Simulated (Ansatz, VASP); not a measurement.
**EuMn: VASP beside Ansatz**

The input INCAR:

```
ALGO = Normal ; EDIFF = 1E-6
ENCUT = 520 ; GGA = PE
ISIF = 2 ; ISMEAR = 0
ISPIN = 2 ; IVDW = 12
LASPH = True ; LCHARG = False
LDAU = True ; LDAUJ = 0 0
LDAUL = 3 -1 ; LDAUPRINT = 1
LDAUTYPE = 2 ; LDAUU = 6 0
LMAXMIX = 6 ; LORBIT = 11
LREAL = False ; LWAVE = False
MAGMOM = 7 -3.5 ; NBANDS = 26
NELM = 150 ; PREC = Accurate
SIGMA = 0.05
```

KPOINTS

```
k-points
0
Gamma
  8 8 8
```

The input POSCAR:

```
EuMn
1.0
    3.7595588182      0.0000000000      0.0000000000
    0.0000000000      3.7595588182      0.0000000000
    0.0000000000      0.0000000000      3.7595588182
Eu Mn
1 1
Direct
    0.0000000000      0.0000000000      0.0000000000
    0.5000000000      0.5000000000      0.5000000000
```

Input for Ansatz:

```yaml
crystal:
  lattice:
    - [3.7595588182, 0.0, 0.0]
    - [0.0, 3.7595588182, 0.0]
    - [0.0, 0.0, 3.7595588182]
  atoms:
    - { symbol: Eu, position: [0.0, 0.0, 0.0], spin: 7.0 }
    - { symbol: Mn, position: [0.5, 0.5, 0.5], spin: -3.5 }
basis:
  ecutwfc: 420
  ecutrho_ratio: 4
kpoints:
  mp_grid: { grid: [8, 8, 8] }
hamiltonian:
  xc: pbe
  hubbard: { sites: [{ species: Eu, l: f, u_eff: 6.0 }] }
  dispersion: d3bj
scf:
  occupations: { method: gaussian, width: 0.05 }
output:
  forces: true
  stress: true
  write_density: true
  write_potential: true
  elf: true
  volumetric_format: npy
magnetization:
  spin_polarized: true
```

Alike in both runs: task single point; functional PBE; dispersion D3(BJ); k mesh 8 × 8 × 8; occupations gaussian, width 0.05 eV; collinear spin; Hubbard terms Eu f U = 6.0 eV.

```csv
,VASP,Ansatz
version,VASP 6.6.1,Ansatz 0.2.0
potentials or method,"VASP PAW PBE potentials, release 64 (Eu, Mn_pv), cutoff 520 eV","scalar-relativistic, plane waves, PAW"
valence electrons in the cell,30,32
```

Ansatz gave:

| Item | Value |
| --- | --- |
| gap on the k mesh at the Fermi level (eV) | none |
| pressure (GPa) | -0.9 |
| net moment per atom (μB) | 1.78 |
| size of the moment on the site where the two differ most (μB) | 7.07 |

Problem. Estimate VASP's values.

Solution. gap on the k mesh at the Fermi level (eV): none; pressure (GPa): -1.4; net moment per atom (μB): 1.78; size of the moment on the site where the two differ most (μB): 6.83.

Site moments also hang on the region over which each program counts them. The programs project onto different local orbitals, so the same U acts differently, and such runs can settle in different states. A gap of «none» marks a metal or a gap that the smearing closes. VASP's potentials hold 30 valence electrons a cell and Ansatz's 32, so a difference there can come from the potentials and not from the codes. Ansatz's warnings: dispersion switch in reach, filled band counts differ across k points.

Neither program's run includes spin-orbit coupling.
